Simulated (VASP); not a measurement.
## Ge2Sb2Te5: single point with PBE

The system is Ge2Sb2Te5.

```
Te Sb Ge
1.0
     6.83914   -3.06601    0.00000
     6.83914    3.06601    0.00000
    -6.83098    0.00000    6.84761
Te Sb Ge
5 2 2
Direct
  0.59470 0.59470 0.38643
  0.79529 0.79529 0.19611
  0.00832 0.00832 0.00643
  0.20652 0.20652 0.80980
  0.39996 0.39996 0.59712
  0.90171 0.90171 0.58787
  0.11187 0.11187 0.41735
  0.28429 0.28429 0.18783
  0.49734 0.49734 0.01104
```

```yaml
Program: VASP 6.6.1
Task: single point
Functional: PBE
Potentials_or_basis: VASP PAW PBE potentials, release 64 (Te, Sb, Ge_d)
Cutoff: 520 eV
k_mesh: 5 × 5 × 4
Occupations: gaussian, width 0.015 eV
Spin: no spin polarisation
```

The pressure is -0.1 GPa and the largest force is 0.188 eV/Å. The band gap on the k mesh is 0.25 eV (least direct gap 0.32 eV).

Forces in eV/Å, atoms in the order of the input:
```
Te   0.016  0.000  0.078
Te   0.004  0.000 -0.036
Te  -0.011  0.000  0.020
Te   0.049  0.000 -0.051
Te   0.105  0.000 -0.008
Sb   0.044  0.000 -0.116
Sb  -0.043  0.000  0.049
Ge  -0.186  0.000 -0.030
Ge   0.023  0.000  0.094
```

Stress tensor (GPa, compression positive):
```
 0.11  0.00 -0.09
 0.00 -0.39  0.00
-0.09  0.00  0.00
```

Levels at points of the mesh, in eV from the valence-band top:
```tsv
k point	band 31	band 32	band 33	band 34	band 35	band 36	band 37	band 38
(0.00, 0.00, 0.00)	-0.77	-0.48	-0.40	-0.39	1.06	1.36	2.45	2.49
(0.00, 0.00, 0.50)	-0.72	-0.68	-0.60	-0.28	0.71	1.48	1.85	2.57
```

It took 6.2 min on 1 thread of Intel(R) Xeon(R) 6975P-C (Granite Rapids) (shared host), peak memory 0.72 GiB.

Caveat: spin-orbit coupling is left out, which moves the levels of the heavy elements; an odd mesh through Γ misses points on the zone boundary, where band edges can lie.
